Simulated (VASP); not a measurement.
# MoS2 (R3m) in VASP: a series of runs

The runs below take MoS2 through single point, with PBE.

Program: VASP 6.6.1. These are calculated values, not measurements. Logs are shortened: lines on timing, memory, paths and dates and some standing lists are left out, and cuts for length are marked.

## 1. The cell of the first run

Symmetry: R3m, No. 160, trigonal system. Conventional cell: a = 3.185 Å, b = 3.185 Å, c = 22.315 Å, α = 90.00°, β = 90.00°, γ = 120.00°. Within 3.2 Å of Mo (site symmetry 3m) lie 6 S at 2.41 Å and 6 Mo at 3.19 Å. S (site symmetry 3m) has 3 Mo at 2.41 Å and 7 S at 3.13 to 3.19 Å within 3.2 Å. S (site symmetry 3m) has 3 Mo at 2.41 Å and 7 S at 3.13 to 3.19 Å within 3.2 Å.

## 2. Single point, PBE

INCAR reads:

```
PREC = Accurate
ENCUT = 520
EDIFF = 1E-7
ISMEAR = 0
SIGMA = 0.02
LREAL = F
LASPH = T
NELM = 80
ALGO = Normal
ISIF = 2
LWAVE = F
LCHARG = F
GGA = PE
NBANDS = 49
```

KPOINTS reads:

```
regular mesh
0
Gamma
  12 12 2
```

POSCAR reads:

```
MoS2
1.0
    3.1851766528      0.0000000000      0.0000000000
   -1.5925883264      2.7584438968      0.0000000000
    0.0000000000      0.0000000000     22.3150048317
Mo S
3 6
Direct
    0.0000000000      0.0000000000      0.0002222305
    0.6666666667      0.3333333333      0.3335555638
    0.3333333333      0.6666666667      0.6668888972
    0.3333333333      0.6666666667      0.2635336134
    0.6666666667      0.3333333333      0.0702431561
    0.0000000000      0.0000000000      0.5968669467
    0.3333333333      0.6666666667      0.4035764895
    0.6666666667      0.3333333333      0.9302002800
    0.0000000000      0.0000000000      0.7369098228
```

Potentials or basis: VASP PAW PBE potentials, release 64 (Mo_sv, S).

Command:

```
$ cat potpaw_PBE.64/Mo_sv/POTCAR potpaw_PBE.64/S/POTCAR > POTCAR
$ mpirun -np 1 vasp_std > vasp.out
```

OUTCAR:

```text
PREC = Accurate
   ENCUT = 520
   EDIFF = 1E-7
   ISMEAR = 0
   LREAL = F
   LASPH = T
   NELM = 80
   ISIF = 2
   GGA = PE

 ion  position               nearest neighbor table
   1  0.000  0.000  0.000-   5 2.41   5 2.41   5 2.41   8 2.41   8 2.41   8 2.41
   2  0.667  0.333  0.334-   7 2.41   7 2.41   7 2.41   4 2.41   4 2.41   4 2.41
   3  0.333  0.667  0.667-   9 2.41   9 2.41   9 2.41   6 2.41   6 2.41   6 2.41
   4  0.333  0.667  0.264-   2 2.41   2 2.41   2 2.41
   5  0.667  0.333  0.070-   1 2.41   1 2.41   1 2.41
   6  0.000  0.000  0.597-   3 2.41   3 2.41   3 2.41
   7  0.333  0.667  0.404-   2 2.41   2 2.41   2 2.41
   8  0.667  0.333  0.930-   1 2.41   1 2.41   1 2.41
   9  0.000  0.000  0.737-   3 2.41   3 2.41   3 2.41

  LATTYP: Found a hexagonal cell.
 ALAT       =     3.1851766528
 C/A-ratio  =     7.0058923771

  Lattice vectors:

 A1 = (   3.1851766528,   0.0000000000,   0.0000000000)
 A2 = (  -1.5925883264,   2.7584438968,   0.0000000000)
 A3 = (   0.0000000000,   0.0000000000,  22.3150048317)

Analysis of symmetry for initial positions (statically):
=====================================================================
 Subroutine PRICEL returns following result:

  LATTYP: Found a trigonal (rhomboedric) cell.
 ALAT       =     7.6622849179
 COS(alpha) =     0.9135986641

  Lattice vectors:

 A1 = (   1.5925883262,  -0.9194812988,  -7.4383349432)
 A2 = (  -1.5925883261,  -0.9194812991,  -7.4383349454)
 A3 = (  -0.0000000002,   1.8389625980,  -7.4383349432)

   3 primitive cells build up your supercell.

 Routine SETGRP: Setting up the symmetry group for a
 hexagonal supercell.

 Subroutine GETGRP returns: Found  6 space group operations
 (whereof  6 operations were pure point group operations)
 out of a pool of 24 trial point group operations.

The static configuration has the point symmetry C_3v.

Analysis of symmetry for dynamics (positions and initial velocities):
=====================================================================
 Subroutine PRICEL returns following result:

  LATTYP: Found a trigonal (rhomboedric) cell.
 ALAT       =     7.6622849179
 COS(alpha) =     0.9135986641

  Lattice vectors:

 A1 = (   1.5925883262,  -0.9194812988,  -7.4383349432)
 A2 = (  -1.5925883261,  -0.9194812991,  -7.4383349454)
 A3 = (  -0.0000000002,   1.8389625980,  -7.4383349432)

   3 primitive cells build up your supercell.

 Routine SETGRP: Setting up the symmetry group for a
 hexagonal supercell.

 Subroutine GETGRP returns: Found  6 space group operations
 (whereof  6 operations were pure point group operations)
 out of a pool of 24 trial point group operations.

The dynamic configuration has the point symmetry C_3v.

 Subroutine INISYM returns: Found  6 space group operations
 (whereof  6 operations are pure point group operations),
 and found     3 'primitive' translations

----------------------------------------------------------------------------------------

                                     Primitive cell

  volume of cell :      65.3542

  direct lattice vectors                    reciprocal lattice vectors
     1.592588326 -0.919481299 -7.438334943     0.313954329 -0.181261617 -0.044812896
    -1.592588326 -0.919481299 -7.438334945    -0.313954329 -0.181261617 -0.044812896
    -0.000000000  1.838962598 -7.438334943     0.000000000  0.362523233 -0.044812896

  length of vectors
     7.662284918  7.662284920  7.662284918     0.365282480  0.365282480  0.365282480

  position of ions in fractional coordinates (direct lattice)
     0.999777769  0.999777769  0.999777769
     0.403133053  0.403133053  0.403133053
     0.263090177  0.263090177  0.263090177

  ion indices of the primitive-cell ions
   primitive index   ion index
                 1           1
                 2           6
                 3           9

----------------------------------------------------------------------------------------

 KPOINTS: regular mesh

Automatic generation of k-mesh.
 Grid dimensions read from file:
 generate k-points for:   12   12    2

 Generating k-lattice:

  Cartesian coordinates                     Fractional coordinates (reciprocal lattice)
     0.026162861  0.015105135  0.000000000     0.083333333  0.000000000  0.000000000
     0.000000000  0.030210269  0.000000000     0.000000000  0.083333333  0.000000000
     0.000000000  0.000000000  0.022406448     0.000000000  0.000000000  0.500000000

  Length of vectors
     0.030210269  0.030210269  0.022406448

  Shift w.r.t. Gamma in fractional coordinates (k-lattice)
     0.000000000  0.000000000  0.000000000

 Subroutine IBZKPT returns following result:
 ===========================================

 Found     38 irreducible k-points:

 Following reciprocal coordinates:
            Coordinates               Weight
  0.000000  0.000000  0.000000      1.000000
  0.083333  0.000000  0.000000      6.000000
  0.166667 -0.000000  0.000000      6.000000
  0.250000  0.000000  0.000000      6.000000
  0.333333 -0.000000  0.000000      6.000000
  0.416667 -0.000000  0.000000      6.000000
[... 16 lines left out ...]
  0.250000  0.000000  0.500000      6.000000
  0.333333 -0.000000  0.500000      6.000000
 [... further k-points ...]
   k-points           NKPTS =     38   k-points in BZ     NKDIM =     38   number of bands    NBANDS=     49
   number of dos      NEDOS =    301   number of ions     NIONS =      9
   total plane-waves  NPLWV =  96768
   dimension x,y,z NGX =    24 NGY =   24 NGZ =  168
   dimension x,y,z NGXF=    48 NGYF=   48 NGZF=  336
   ions per type =               3   6
   NGX,Y,Z   is equivalent  to a cutoff of  12.53, 12.53, 12.52 a.u.
   NGXF,Y,Z  is equivalent  to a cutoff of  25.05, 25.05, 25.03 a.u.
 SYSTEM =  unknown system
   PREC   = accura    normal or accurate (medium, high low for compatibility)
   ISTART =      0    job   : 0-new  1-cont  2-samecut
   ICHARG =      2    charge: 1-file 2-atom 10-const
   ISPIN  =      1    spin polarized calculation?
   LNONCOLLINEAR =      F non collinear calculations
   LSORBIT =      F    spin-orbit coupling
   LASPH  =      T    aspherical Exc in radial PAW
   ENCUT  =  520.0 eV  38.22 Ry    6.18 a.u.   5.92  5.92 41.49*2*pi/ulx,y,z
   NELM   =     80;   NELMIN=  2; NELMDL= -5     # of ELM steps
   EDIFF  = 0.1E-06   stopping-criterion for ELM
   LREAL  =      F    real-space projection
   EDIFFG = 0.1E-05   stopping-criterion for IOM
   NSW    =      0    number of steps for IOM
   IBRION =     -1    ionic relax: 0-MD 1-quasi-New 2-CG
   NFREE  =      0    steps in history (QN), initial steepest desc. (CG)
   ISIF   =      2    stress and relaxation
   ISYM   =      2    0-nonsym 1-usesym 2-fastsym
   POTIM  = 0.5000    time-step for ionic-motion
   TEBEG  =    0.0;   TEEND  =   0.0 temperature during run
   PSTRESS=    0.0 pullay stress
   NELECT =      78.0000    total number of electrons
   NUPDOWN=      -1.0000    fix difference up-down
   EMIN   =  10.00;   EMAX   =-10.00  energy-range for DOS
   EFERMI =   0.00;   METHOD = LEGACY
   ISMEAR =     0;   SIGMA  =   0.02  broadening in eV -4-tet -1-fermi 0-gaus
   EFERMI_NEDOS =   21; number of points for ismear=-14 and -15
   IALGO  =     38    algorithm
   IMIX   =      4    mixing-type and parameters
     AMIX     =   0.40;   BMIX     =  1.00
     AMIX_MAG =   1.60;   BMIX_MAG =  1.00
  volume/ion in A,a.u.               =      21.78       147.01
  Fermi-wavevector in a.u.,A,eV,Ry     =   1.204042  2.275309 19.724585  1.449716
  Thomas-Fermi vector in A             =   2.339778
   LORBIT       =      0    0 simple, 1 ext, 2 COOP (PROOUT), +10 PAW based schemes
   GGA     = PE    functional components
   LHFCALC =     F    Hartree Fock is set to
   AEXX    =    0.0000 exact exchange contribution
   IVDW    =     0    specifies the selected vdW correction
   LEPSILON=     F    determine dielectric tensor
   LRPA    =     F    only Hartree local field effects (RPA)
 non-spin polarized calculation
 Gauss-broadening in eV      SIGMA  =   0.02
  energy-cutoff  :      520.00
  volume of cell :      196.06
 maximum number of plane-waves:      5316
 NGX is ok and might be reduce to    24
   NGX = 11   NGY = 11   NGZ = 83

 number of electron      78.0000000 magnetization

 Free energy of the ion-electron system (eV)
  ---------------------------------------------------
  ext. energy  EPLUGINS =         0.00000000
  ---------------------------------------------------
  free energy    TOTEN  =       -65.57286328 eV

  energy without entropy =      -65.57286328  energy(sigma->0) =      -65.57286328

 E-fermi :   4.9959     XC(G=0):  -9.4070

 val. band max:        4.7324800618   @ k =   0.0000   0.0000   0.5000
 cond. band min:       6.1970441613   @ k =   0.3333   0.3333   0.0000
 fundamental gap:      1.4645640995
 Fermi energy:         4.9959393059

 k-point     1 :       0.0000    0.0000    0.0000
  band No.  band energies     occupation
      1     -56.3357      2.00000
      2     -56.3357      2.00000
      3     -56.3357      2.00000
      4     -30.4733      2.00000
      5     -30.4733      2.00000
      6     -30.4733      2.00000
[... 41 lines left out ...]
     48       7.5365      0.00000
     49       7.5390      0.00000

 k-point     2 :       0.0833    0.0000    0.0000
  band No.  band energies     occupation
      1     -56.3332      2.00000
      2     -56.3332      2.00000
      3     -56.3332      2.00000
      4     -30.4683      2.00000
      5     -30.4683      2.00000
      6     -30.4683      2.00000
[... 41 lines left out ...]
     48       7.4279      0.00000
     49       7.4708      0.00000

 k-point     3 :       0.1667   -0.0000    0.0000
  band No.  band energies     occupation
      1     -56.3265      2.00000
      2     -56.3265      2.00000
      3     -56.3265      2.00000
      4     -30.4549      2.00000
      5     -30.4549      2.00000
      6     -30.4549      2.00000
[... 41 lines left out ...]
     48       7.1821      0.00000
     49       7.8832      0.00000

 k-point     4 :       0.2500    0.0000    0.0000
  band No.  band energies     occupation
      1     -56.3172      2.00000
      2     -56.3172      2.00000
      3     -56.3172      2.00000
      4     -30.4576      2.00000
      5     -30.4576      2.00000
      6     -30.4576      2.00000
[... 977 lines left out ...]
     48       7.1675      0.00000
     49       7.8820      0.00000

 k-point    23 :       0.2500    0.0000    0.5000
  band No.  band energies     occupation
      1     -56.3172      2.00000
      2     -56.3172      2.00000
      3     -56.3172      2.00000
      4     -30.4576      2.00000
      5     -30.4576      2.00000
      6     -30.4576      2.00000
[... 41 lines left out ...]
     48       7.5215      0.00000
     49       8.3044      0.00000

 k-point    24 :       0.3333   -0.0000    0.5000
  band No.  band energies     occupation
      1     -56.3080      2.00000
      2     -56.3080      2.00000
      3     -56.3080      2.00000
      4     -30.5486      2.00000
      5     -30.5486      2.00000
      6     -30.5486      2.00000
[... 41 lines left out ...]
     48       8.0114      0.00000
     49       8.6042      0.00000

 [... further k-points ...]

------------------------ aborting loop because EDIFF is reached ----------------------------------------

  FORCE on cell =-STRESS in cart. coord.  units (eV):
  Direction    XX          YY          ZZ          XY          YZ          ZX
  --------------------------------------------------------------------------------------
  -------------------------------------------------------------------------------------
  Total       -0.1171199     -0.1171199     -0.1687288     -0.0000000      0.0000000      0.0000000
  in kB       -0.9570764     -0.9570764     -1.3788125     -0.0000000      0.0000000      0.0000000
  external PRESSURE =      -1.0976551 kB  Pullay stress =       0.0000000 kB

 VOLUME and BASIS-vectors are now :
 -----------------------------------------------------------------------------
  energy-cutoff  :      520.00
  volume of cell :      196.06
      direct lattice vectors                 reciprocal lattice vectors
     3.185176653  0.000000000  0.000000000     0.313954329  0.181261617  0.000000000
    -1.592588326  2.758443897  0.000000000     0.000000000  0.362523233  0.000000000
     0.000000000  0.000000000 22.315004832     0.000000000  0.000000000  0.044812896

 POSITION                                       TOTAL-FORCE (eV/Angst)
 -----------------------------------------------------------------------------------
      0.00000      0.00000      0.00496        -0.000000      0.000000     -0.000038
      1.59259      0.91948      7.44329        -0.000000      0.000000     -0.000038
     -0.00000      1.83896     14.88163        -0.000000      0.000000     -0.000038
     -0.00000      1.83896      5.88075         0.000000      0.000000      0.010967
      1.59259      0.91948      1.56748         0.000000     -0.000000     -0.010929
      0.00000      0.00000     13.31909         0.000000     -0.000000      0.010967
     -0.00000      1.83896      9.00581         0.000000     -0.000000     -0.010929
      1.59259      0.91948     20.75742         0.000000     -0.000000      0.010967
      0.00000      0.00000     16.44415         0.000000     -0.000000     -0.010929
 -----------------------------------------------------------------------------------
    total drift:                                0.000000      0.000000     -0.000122

  FREE ENERGIE OF THE ION-ELECTRON SYSTEM (eV)
  ---------------------------------------------------
  free  energy   TOTEN  =       -65.5728632762 eV

  energy  without entropy=      -65.5728632762  energy(sigma->0) =      -65.57286328
```

Run time: 5.3 min. Hardware: 1 thread of Oxide Virtual Turin-like, shared host; peak memory 0.43 GiB.

Results:

| Item | Value |
| --- | --- |
| Free energy | -65.5729 eV |
| Pressure | -0.1 GPa |
| Largest force | 0.011 eV/Å |
| Band gap on the k mesh | 1.46 eV |

Forces in eV/Å, atoms in the order of the input:
```
Mo   0.000  0.000  0.000
Mo   0.000  0.000  0.000
Mo   0.000  0.000  0.000
S    0.000  0.000  0.011
S    0.000  0.000 -0.011
S    0.000  0.000  0.011
S    0.000  0.000 -0.011
S    0.000  0.000  0.011
S    0.000  0.000 -0.011
```

Levels at points of the mesh, in eV from the valence-band top:
```csv
k point,band 37,band 38,band 39,band 40,band 41,band 42
"(0.00, 0.00, 0.00)",-0.38,-0.08,-0.08,2.55,2.55,2.56
"(0.50, 0.00, 0.00)",-0.84,-0.84,-0.81,2.04,2.04,2.04
"(0.00, 0.00, 0.50)",-0.26,-0.26,0.00,2.56,2.56,2.56
"(0.50, 0.00, 0.50)",-0.85,-0.82,-0.82,2.04,2.04,2.04
```

Caveat: this functional lacks dispersion, which binds layers or chains, so the pressure and a relaxed spacing across them are unreliable. A k mesh can miss the band edges.

(Continued in part 2 of 3.)
